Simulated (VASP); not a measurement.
Set up this calculation in VASP 6.6.1, as the native input.

```
Task                   : single point
Functional             : r2SCAN
Potentials or basis    : VASP PAW PBE potentials, release 64 (Al, O)
Cutoff                 : 520 eV
k mesh                 : 6 × 6 × 6
Occupations            : gaussian, width 0.01 eV
Spin                   : no spin polarisation
Dipole correction      : no
Further INCAR settings : ALGO = Normal; EDIFF = 1e-07; NBANDS = 35
```

Al2O3:

```xyz
10
Lattice="2.3794 1.3737 4.4182 -2.3794 1.3737 4.4182 0.0000 -2.7474 4.4182" Properties=species:S:1:pos:R:3 pbc="T T T"
Al    0.0000    0.0000   11.2847
Al    0.0000    0.0000    4.6574
Al    0.0000    0.0000    1.9699
Al    0.0000    0.0000    8.5973
O     0.9198   -1.3737    5.5228
O    -1.6496   -0.1097    5.5228
O    -0.9198    1.3737    7.7319
O    -0.7298   -1.4834    7.7319
O     1.6496    0.1097    7.7319
O     0.7298    1.4834    5.5228
```

This cell differs from its parent crystal: uniaxial z strain +2.0%.

The input as run:

POSCAR

```
Al2O3
1.0
    2.3793614130      1.3737249524      4.4182258683
   -2.3793614130      1.3737249524      4.4182258683
    0.0000000000     -2.7474499045      4.4182258684
Al O
4 6
Direct
    0.8513773476      0.8513773476      0.8513773476
    0.3513773476      0.3513773476      0.3513773476
    0.1486226524      0.1486226524      0.1486226524
    0.6486226524      0.6486226524      0.6486226524
    0.4432864559      0.0567135441      0.7500000000
    0.0567135441      0.7500000000      0.4432864559
    0.5567135441      0.9432864559      0.2500000000
    0.2500000000      0.5567135441      0.9432864559
    0.9432864559      0.2500000000      0.5567135441
    0.7500000000      0.4432864559      0.0567135441
```

INCAR.step1

```
PREC = Accurate
ENCUT = 520
ISMEAR = 0
SIGMA = 0.01
LREAL = False
LASPH = True
NELM = 60
NBANDS = 35
GGA = PE
ALGO = Normal
EDIFF = 1E-4
LWAVE = True
LCHARG = False
```

INCAR.step2

```
PREC = Accurate
ENCUT = 520
EDIFF = 1E-7
ISMEAR = 0
SIGMA = 0.01
LREAL = False
LASPH = True
NELM = 60
ALGO = Normal
ISIF = 2
LWAVE = False
LCHARG = False
METAGGA = R2SCAN
LMIXTAU = True
NBANDS = 35
ISTART = 1
```

KPOINTS

```
regular mesh
0
Gamma
  6 6 6
```

Potentials or basis: VASP PAW PBE potentials, release 64 (Al, O).

The run is started by

```console
$ cat potpaw_PBE.64/Al/POTCAR potpaw_PBE.64/O/POTCAR > POTCAR
$ cp INCAR.step1 INCAR
$ mpirun -np 1 vasp_std > vasp.out
$ cp INCAR.step2 INCAR
$ mpirun -np 1 vasp_std > vasp.out
```

It gave:

```json
{
 "Pressure": "-5.2 GPa",
 "Largest force": "0.018 eV/Å",
 "Band gap on the k mesh": "6.91 eV"
}
```

Caveat: the cell differs from its parent crystal (uniaxial z strain +2.0%); the cell stands under tension; the PAW data sets were made with another functional, which shifts forces and pressure a little.

Wall time 9.7 min on 1 thread of Intel Xeon 8259CL (shared host), peak memory 0.29 GiB.
